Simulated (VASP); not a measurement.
# H4RuCl (F-43m) in VASP: notebook

H4RuCl is run at these levels: PBE; tasks: single point, relaxation of cell and atoms.

Everything below comes from runs of VASP 6.6.1. Logs are shortened: lines on timing, memory, paths and dates and some standing lists are left out, and cuts for length are marked.

## Step 1: The cell of the first run

Symmetry: F-43m, No. 216, cubic system. The conventional cell has a = 5.707 Å, b = 5.707 Å, c = 5.707 Å, α = 90.00°, β = 90.00°, γ = 90.00°. Within 1.9 Å of H (site symmetry 3m) lie 3 H at 1.43 Å. Within 3.1 Å of Ru (site symmetry -43m) lie 12 H at 2.33 Å and 4 Cl at 2.47 Å. Within 3.2 Å of Cl (site symmetry -43m) lie 12 H at 2.45 Å and 4 Ru at 2.47 Å.

## Step 2: Single point, PBE

The input, INCAR:

```
ALGO     = Normal         # electronic algorithm
EDIFF    = 1E-6           # SCF threshold, eV
ENCUT    = 520            # plane-wave cutoff, eV
GGA      = PE             # functional
ISIF     = 2              # what is computed and relaxed
ISMEAR   = 0              # smearing method
LASPH    = T              # aspherical terms in the spheres
LCHARG   = F              # write CHGCAR
LREAL    = F              # projectors in reciprocal space
LWAVE    = F              # write WAVECAR
NBANDS   = 22             # bands
NELM     = 80             # most SCF steps
PREC     = Accurate       # precision mode
SIGMA    = 0.1            # smearing width, eV
```

The input, KPOINTS:

```
k-points
0
Gamma
  6 6 6
```

The input, POSCAR:

```
H4RuCl
1.0
    0.0000000000      2.8535493971      2.8535493971
    2.8535493971      0.0000000000      2.8535493971
    2.8535493971      2.8535493971      0.0000000000
H Ru Cl
4 1 1
Direct
    0.6613427347      0.6613427347      0.0159717960
    0.6613427347      0.0159717960      0.6613427347
    0.0159717960      0.6613427347      0.6613427347
    0.6613427347      0.6613427347      0.6613427347
    0.0000000000      0.0000000000      0.0000000000
    0.2500000000      0.2500000000      0.2500000000
```

Potentials or basis: VASP PAW PBE potentials, release 64 (H, Ru_pv, Cl).

Started as:

```sh
> cat potpaw_PBE.64/H/POTCAR potpaw_PBE.64/Ru_pv/POTCAR potpaw_PBE.64/Cl/POTCAR > POTCAR
> mpirun -np 1 vasp_std > vasp.out
```

OUTCAR:

```text
EDIFF = 1E-6
   ENCUT = 520
   GGA = PE
   ISIF = 2
   ISMEAR = 0
   LASPH = T
   LREAL = F
   NELM = 80
   PREC = Accurate

 ion  position               nearest neighbor table
   1  0.661  0.661  0.016-
   2  0.661  0.016  0.661-
   3  0.016  0.661  0.661-
   4  0.661  0.661  0.661-
   5  0.000  0.000  0.000-   6 2.47   6 2.47   6 2.47   6 2.47
   6  0.250  0.250  0.250-   5 2.47   5 2.47   5 2.47   5 2.47

  LATTYP: Found a face centered cubic cell.
 ALAT       =     5.7070987942

  Lattice vectors:

 A1 = (   0.0000000000,   2.8535493971,   2.8535493971)
 A2 = (   2.8535493971,   0.0000000000,   2.8535493971)
 A3 = (   2.8535493971,   2.8535493971,   0.0000000000)

Analysis of symmetry for initial positions (statically):
=====================================================================
 Subroutine PRICEL returns:
 Original cell was already a primitive cell.

 Routine SETGRP: Setting up the symmetry group for a
 face centered cubic supercell.

 Subroutine GETGRP returns: Found 24 space group operations
 (whereof 24 operations were pure point group operations)
 out of a pool of 48 trial point group operations.

The static configuration has the point symmetry T_d .

Analysis of symmetry for dynamics (positions and initial velocities):
=====================================================================
 Subroutine PRICEL returns:
 Original cell was already a primitive cell.

 Routine SETGRP: Setting up the symmetry group for a
 face centered cubic supercell.

 Subroutine GETGRP returns: Found 24 space group operations
 (whereof 24 operations were pure point group operations)
 out of a pool of 48 trial point group operations.

The dynamic configuration has the point symmetry T_d .

 Subroutine INISYM returns: Found 24 space group operations
 (whereof 24 operations are pure point group operations),
 and found     1 'primitive' translations

----------------------------------------------------------------------------------------

                                     Primitive cell

  volume of cell :      46.4714

  direct lattice vectors                    reciprocal lattice vectors
     0.000000000  2.853549397  2.853549397    -0.175220377  0.175220377  0.175220377
     2.853549397  0.000000000  2.853549397     0.175220377 -0.175220377  0.175220377
     2.853549397  2.853549397  0.000000000     0.175220377  0.175220377 -0.175220377

  length of vectors
     4.035528258  4.035528258  4.035528258     0.303490595  0.303490595  0.303490595

  position of ions in fractional coordinates (direct lattice)
     0.661342735  0.661342735  0.015971796
     0.661342735  0.015971796  0.661342735
     0.015971796  0.661342735  0.661342735
     0.661342735  0.661342735  0.661342735
     0.000000000  0.000000000  0.000000000
     0.250000000  0.250000000  0.250000000

  ion indices of the primitive-cell ions
   primitive index   ion index
                 1           1
                 2           2
                 3           3
                 4           4
                 5           5
                 6           6

----------------------------------------------------------------------------------------

 KPOINTS: k-points

Automatic generation of k-mesh.
 Grid dimensions read from file:
 generate k-points for:    6    6    6

 Generating k-lattice:

  Cartesian coordinates                     Fractional coordinates (reciprocal lattice)
    -0.029203396  0.029203396  0.029203396     0.166666667  0.000000000  0.000000000
     0.029203396 -0.029203396  0.029203396     0.000000000  0.166666667  0.000000000
     0.029203396  0.029203396 -0.029203396     0.000000000  0.000000000  0.166666667

  Length of vectors
     0.050581766  0.050581766  0.050581766

  Shift w.r.t. Gamma in fractional coordinates (k-lattice)
     0.000000000  0.000000000  0.000000000

 Subroutine IBZKPT returns following result:
 ===========================================

 Found     16 irreducible k-points:

 Following reciprocal coordinates:
            Coordinates               Weight
  0.000000  0.000000  0.000000      1.000000
  0.166667  0.000000  0.000000      8.000000
  0.333333  0.000000  0.000000      8.000000
  0.500000  0.000000  0.000000      4.000000
  0.166667  0.166667  0.000000      6.000000
  0.333333  0.166667  0.000000     24.000000
[... 8 lines left out ...]
 -0.333333  0.333333  0.166667     24.000000
 -0.333333  0.500000  0.166667     12.000000
   k-points           NKPTS =     16   k-points in BZ     NKDIM =     16   number of bands    NBANDS=     22
   number of dos      NEDOS =    301   number of ions     NIONS =      6
   total plane-waves  NPLWV =  27000
   dimension x,y,z NGX =    30 NGY =   30 NGZ =   30
   dimension x,y,z NGXF=    60 NGYF=   60 NGZF=   60
   ions per type =               4   1   1
   NGX,Y,Z   is equivalent  to a cutoff of  12.36, 12.36, 12.36 a.u.
   NGXF,Y,Z  is equivalent  to a cutoff of  24.72, 24.72, 24.72 a.u.
 SYSTEM =  unknown system
   PREC   = accura    normal or accurate (medium, high low for compatibility)
   ISTART =      0    job   : 0-new  1-cont  2-samecut
   ICHARG =      2    charge: 1-file 2-atom 10-const
   ISPIN  =      1    spin polarized calculation?
   LNONCOLLINEAR =      F non collinear calculations
   LSORBIT =      F    spin-orbit coupling
   LASPH  =      T    aspherical Exc in radial PAW
   ENCUT  =  520.0 eV  38.22 Ry    6.18 a.u.   7.50  7.50  7.50*2*pi/ulx,y,z
   NELM   =     80;   NELMIN=  2; NELMDL= -5     # of ELM steps
   EDIFF  = 0.1E-05   stopping-criterion for ELM
   LREAL  =      F    real-space projection
   EDIFFG = 0.1E-04   stopping-criterion for IOM
   NSW    =      0    number of steps for IOM
   IBRION =     -1    ionic relax: 0-MD 1-quasi-New 2-CG
   NFREE  =      0    steps in history (QN), initial steepest desc. (CG)
   ISIF   =      2    stress and relaxation
   ISYM   =      2    0-nonsym 1-usesym 2-fastsym
   POTIM  = 0.5000    time-step for ionic-motion
   TEBEG  =    0.0;   TEEND  =   0.0 temperature during run
   PSTRESS=    0.0 pullay stress
   NELECT =      25.0000    total number of electrons
   NUPDOWN=      -1.0000    fix difference up-down
   EMIN   =  10.00;   EMAX   =-10.00  energy-range for DOS
   EFERMI =   0.00;   METHOD = LEGACY
   ISMEAR =     0;   SIGMA  =   0.10  broadening in eV -4-tet -1-fermi 0-gaus
   EFERMI_NEDOS =   21; number of points for ismear=-14 and -15
   IALGO  =     38    algorithm
   IMIX   =      4    mixing-type and parameters
     AMIX     =   0.40;   BMIX     =  1.00
     AMIX_MAG =   1.60;   BMIX_MAG =  1.00
  volume/ion in A,a.u.               =       7.75        52.27
  Fermi-wavevector in a.u.,A,eV,Ry     =   1.331454  2.516083 24.119990  1.772769
  Thomas-Fermi vector in A             =   2.460464
   LORBIT       =      0    0 simple, 1 ext, 2 COOP (PROOUT), +10 PAW based schemes
   GGA     = PE    functional components
   LHFCALC =     F    Hartree Fock is set to
   AEXX    =    0.0000 exact exchange contribution
   IVDW    =     0    specifies the selected vdW correction
   LEPSILON=     F    determine dielectric tensor
   LRPA    =     F    only Hartree local field effects (RPA)
 non-spin polarized calculation
 Gauss-broadening in eV      SIGMA  =   0.10
  energy-cutoff  :      520.00
  volume of cell :       46.47
 maximum number of plane-waves:      1272
   NGX = 15   NGY = 15   NGZ = 15

 number of electron      25.0000003 magnetization

 Free energy of the ion-electron system (eV)
  ---------------------------------------------------
  ext. energy  EPLUGINS =         0.00000000
  ---------------------------------------------------
  free energy    TOTEN  =       -17.78824939 eV

  energy without entropy =      -17.76405169  energy(sigma->0) =      -17.77615054

 E-fermi :   6.6511     XC(G=0): -11.3830

 val. band max:        6.6327796158   @ k =  -0.3333   0.3333   0.1667
 cond. band min:       6.6556308980   @ k =   0.5000   0.3333   0.0000
 fundamental gap:      0.0228512822
 Fermi energy:         6.6511037113

 k-point     1 :       0.0000    0.0000    0.0000
  band No.  band energies     occupation
      1     -35.8057      2.00000
      2     -35.8057      2.00000
      3     -35.8057      2.00000
      4     -11.2869      2.00000
      5      -2.3158      2.00000
      6       0.0031      2.00000
[... 14 lines left out ...]
     21      17.4889      0.00000
     22      17.4889      0.00000

 k-point     2 :       0.1667    0.0000    0.0000
  band No.  band energies     occupation
      1     -35.8098      2.00000
      2     -35.8063      2.00000
      3     -35.8063      2.00000
      4     -11.1612      2.00000
      5      -2.9597      2.00000
      6       0.1027      2.00000
[... 14 lines left out ...]
     21      18.0772      0.00000
     22      18.0772      0.00000

 k-point     3 :       0.3333    0.0000    0.0000
  band No.  band energies     occupation
      1     -35.8179      2.00000
      2     -35.8075      2.00000
      3     -35.8075      2.00000
      4     -10.9016      2.00000
      5      -3.6442      2.00000
      6       0.2776      2.00000
[... 14 lines left out ...]
     21      18.3970      0.00000
     22      19.1853      0.00000
[... 276 lines left out ...]
 k-point    15 :      -0.3333    0.3333    0.1667
  band No.  band energies     occupation
      1     -35.8188      2.00000
      2     -35.8144      2.00000
      3     -35.8102      2.00000
      4     -10.6706      2.00000
      5      -3.2429      2.00000
      6      -0.6320      2.00000
[... 14 lines left out ...]
     21      18.3751      0.00000
     22      18.3888      0.00000

 k-point    16 :      -0.3333    0.5000    0.1667
  band No.  band energies     occupation
      1     -35.8197      2.00000
      2     -35.8140      2.00000
      3     -35.8115      2.00000
      4     -10.6389      2.00000
      5      -2.8517      2.00000
      6      -1.1843      2.00000
[... 14 lines left out ...]
     21      18.2121      0.00000
     22      18.3750      0.00000

------------------------ aborting loop because EDIFF is reached ----------------------------------------

  FORCE on cell =-STRESS in cart. coord.  units (eV):
  Direction    XX          YY          ZZ          XY          YZ          ZX
  --------------------------------------------------------------------------------------
  -------------------------------------------------------------------------------------
  Total       -0.0723259     -0.0723259     -0.0723259      0.0000000      0.0000000      0.0000000
  in kB       -2.4935511     -2.4935511     -2.4935511      0.0000000      0.0000000      0.0000000
  external PRESSURE =      -2.4935511 kB  Pullay stress =       0.0000000 kB

 VOLUME and BASIS-vectors are now :
 -----------------------------------------------------------------------------
  energy-cutoff  :      520.00
  volume of cell :       46.47
      direct lattice vectors                 reciprocal lattice vectors
     0.000000000  2.853549397  2.853549397    -0.175220377  0.175220377  0.175220377
     2.853549397  0.000000000  2.853549397     0.175220377 -0.175220377  0.175220377
     2.853549397  2.853549397  0.000000000     0.175220377  0.175220377 -0.175220377

 POSITION                                       TOTAL-FORCE (eV/Angst)
 -----------------------------------------------------------------------------------
      1.93275      1.93275      3.77435        -0.008157     -0.008157      0.008157
      1.93275      3.77435      1.93275        -0.008157      0.008157     -0.008157
      3.77435      1.93275      1.93275         0.008157     -0.008157     -0.008157
      3.77435      3.77435      3.77435         0.008157      0.008157      0.008157
      0.00000      0.00000      0.00000        -0.000000     -0.000000     -0.000000
      1.42677      1.42677      1.42677        -0.000000      0.000000      0.000000
 -----------------------------------------------------------------------------------
    total drift:                                0.000000      0.000000      0.000000

  FREE ENERGIE OF THE ION-ELECTRON SYSTEM (eV)
  ---------------------------------------------------
  free  energy   TOTEN  =       -17.7882493949 eV

  energy  without entropy=      -17.7640516860  energy(sigma->0) =      -17.77615054
```

Wall time 9.4 s (1 thread of AMD EPYC 9R45 (Zen 5), shared host); peak memory 0.14 GiB.

Results:

```yaml
Free_energy: -17.7882 eV
Pressure: -0.2 GPa
Largest_force: 0.014 eV/Å
```

Forces on the atoms (eV/Å):
```
H   -0.008 -0.008  0.008
H   -0.008  0.008 -0.008
H    0.008 -0.008 -0.008
H    0.008  0.008  0.008
Ru   0.000  0.000  0.000
Cl   0.000  0.000  0.000
```

Caveat: an odd number of electrons without spin polarisation forces a metal; a magnetic or distorted state may lie lower.

## Step 3: Single point, PBE, collinear spin, ferromagnetic start

The input, INCAR:

```
SYSTEM = H4RuCl
PREC = Accurate ; ENCUT = 520
EDIFF = 1E-6 ; ISMEAR = 0
SIGMA = 0.1 ; LREAL = .FALSE.
LASPH = .TRUE. ; NELM = 150
ALGO = Normal ; ISIF = 2
LWAVE = .FALSE. ; LCHARG = .FALSE.
ISPIN = 2 ; MAGMOM = 0 0 0 0 1 0
LORBIT = 11 ; LMAXMIX = 4
GGA = PE ; NBANDS = 26
```

The input, KPOINTS:

```
regular mesh
0
G
  4 4 4
  0 0 0
```

The input, POSCAR:

```
H4RuCl
1.0
    0.0000000000      2.8535493971      2.8535493971
    2.8535493971      0.0000000000      2.8535493971
    2.8535493971      2.8535493971      0.0000000000
H Ru Cl
4 1 1
Direct
    0.9840282040      0.3386572653      0.3386572653
    0.3386572653      0.3386572653      0.3386572653
    0.3386572653      0.9840282040      0.3386572653
    0.3386572653      0.3386572653      0.9840282040
    0.0000000000      0.0000000000      0.0000000000
    0.7500000000      0.7500000000      0.7500000000
```

Potentials or basis: VASP PAW PBE potentials, release 64 (H, Ru_pv, Cl).

Started as:

```sh
> cat potpaw_PBE.64/H/POTCAR potpaw_PBE.64/Ru_pv/POTCAR potpaw_PBE.64/Cl/POTCAR > POTCAR
> mpirun -np 1 vasp_std > vasp.out
```

It took 18 s on 1 thread of AMD EPYC 9R45 (Zen 5), shared host; peak memory 0.16 GiB.

Results (log left out):

| Quantity | Value |
| --- | --- |
| Free energy | -17.8360 eV |
| Pressure | -0.3 GPa |
| Largest force | 0.004 eV/Å |
| Net moment | 0.00 μB per cell |
| Valence electrons inside the program's atomic spheres | H 0.42; Ru 12.44; Cl 5.01 |

Forces on the atoms (eV/Å):
```
H    0.002 -0.002 -0.002
H    0.002  0.002  0.002
H   -0.002  0.002 -0.002
H   -0.002 -0.002  0.002
Ru   0.000  0.000  0.000
Cl   0.000  0.000  0.000
```

Levels at points of the mesh, in eV from the Fermi level:
Spin up:
```
           k point  band 8  band 9  band 10  band 11  band 12  band 13  band 14  band 15  band 16  band 17
(0.00, 0.00, 0.00)   -6.66   -1.77    -1.77    -0.17    -0.17    -0.17     2.81     2.81     2.81     6.22
(0.50, 0.00, 0.00)   -4.43   -2.25    -2.19    -2.19    -1.00    -1.00     0.24     2.79     2.79     7.36
(0.50, 0.50, 0.00)   -6.29   -1.90    -1.67    -1.67    -1.14     0.30     2.22     2.76     2.76     4.66
```
Spin down:
| k point | band 9 | band 10 | band 11 | band 12 | band 13 | band 14 | band 15 | band 16 |
| --- | --- | --- | --- | --- | --- | --- | --- | --- |
| (0.00, 0.00, 0.00) | -1.77 | -1.77 | -0.17 | -0.17 | -0.17 | 2.81 | 2.81 | 2.81 |
| (0.50, 0.00, 0.00) | -2.25 | -2.19 | -2.19 | -1.00 | -1.00 | 0.24 | 2.79 | 2.79 |
| (0.50, 0.50, 0.00) | -1.90 | -1.67 | -1.67 | -1.14 | 0.30 | 2.22 | 2.76 | 2.76 |

Caveat: the k points lie up to 0.48 Å⁻¹ apart.

## Step 4: Relaxation of cell and atoms, PBE

The input, INCAR:

```
PREC = Accurate ; ENCUT = 600
EDIFF = 1E-7 ; ISMEAR = 0
SIGMA = 0.1 ; LREAL = F
LASPH = T ; NELM = 60
ALGO = Normal ; ISIF = 3
LWAVE = F ; LCHARG = F
GGA = PE ; IBRION = 2
NSW = 90 ; EDIFFG = -0.04
```

The input, KPOINTS:

```
regular mesh
0
Gamma
  6 6 6
```

The input, POSCAR:

```
H4RuCl
1.0
    0.0000000000      2.8535493971      2.8535493971
    2.8535493971      0.0000000000      2.8535493971
    2.8535493971      2.8535493971      0.0000000000
H Ru Cl
4 1 1
Direct
    0.6613427347      0.6613427347      0.0159717960
    0.6613427347      0.0159717960      0.6613427347
    0.0159717960      0.6613427347      0.6613427347
    0.6613427347      0.6613427347      0.6613427347
    0.0000000000      0.0000000000      0.0000000000
    0.2500000000      0.2500000000      0.2500000000
```

Started as:

```sh
> cat potpaw_PBE.64/H/POTCAR potpaw_PBE.64/Ru_pv/POTCAR potpaw_PBE.64/Cl/POTCAR > POTCAR
> mpirun -np 1 vasp_std > vasp.out
```

It took 9.1 s on 1 thread of AMD EPYC 9R45 (Zen 5), shared host; peak memory 0.16 GiB.

Results (log left out):

```
Free energy                  : -17.7889 eV
Pressure after relaxing      : -0.2 GPa
Largest force after relaxing : 0.018 eV/Å
```

Forces in eV/Å, atoms in the order of the input:
```
H   -0.010 -0.010  0.010
H   -0.010  0.010 -0.010
H    0.010 -0.010 -0.010
H    0.010  0.010  0.010
Ru   0.000  0.000  0.000
Cl   0.000  0.000  0.000
```

Final structure:
```
CELL_PARAMETERS angstrom
0.00000 2.85355 2.85355
2.85355 0.00000 2.85355
2.85355 2.85355 0.00000
ATOMIC_POSITIONS crystal
H 0.66134 0.66134 0.01597
H 0.66134 0.01597 0.66134
H 0.01597 0.66134 0.66134
H 0.66134 0.66134 0.66134
Ru 0.00000 0.00000 0.00000
Cl 0.25000 0.25000 0.25000
```

Levels at points of the mesh, in eV from the Fermi level:
```
           k point  band 11  band 12  band 13  band 14  band 15  band 16
(0.00, 0.00, 0.00)    -0.17    -0.17    -0.17     2.81     2.81     2.81
(0.50, 0.00, 0.00)    -2.18    -0.97    -0.97     0.27     2.80     2.80
(0.50, 0.50, 0.00)    -1.65    -1.10     0.33     2.21     2.75     2.75
```

Caveat: the relaxation stopped at its first step, so nothing moved; an odd number of electrons without spin polarisation forces a metal; a magnetic or distorted state may lie lower.

## Step 5: The runs side by side

```tsv
task	spin	cell	k mesh	cutoff (eV)	gap on the mesh (eV)	pressure (GPa)	largest force (eV/Å)
single point	off	a = 4.036 Å, angles 60.0°, 6 atoms	6 × 6 × 6	520	none	-0.2	0.01
single point	collinear, ferromagnetic start	a = 4.036 Å, angles 60.0°, 6 atoms	4 × 4 × 4	520	none	-0.3	-
relaxation of cell and atoms	off	relaxed from a = 4.036 Å, angles 60.0°, 6 atoms	6 × 6 × 6	600	none	-0.2	0.02
```

Alike in all rows: level PBE; potentials or basis VASP PAW PBE potentials, release 64 (H, Ru_pv, Cl); smearing gaussian 0.1 eV.

Caveats: some runs use coarse meshes; an odd number of electrons without spin polarisation forces a metal (some runs); a magnetic or distorted state may lie lower (some runs); the relaxation stopped at its first step, so nothing moved (some runs).

Absolute energies hang on the potentials; compare differences alone.
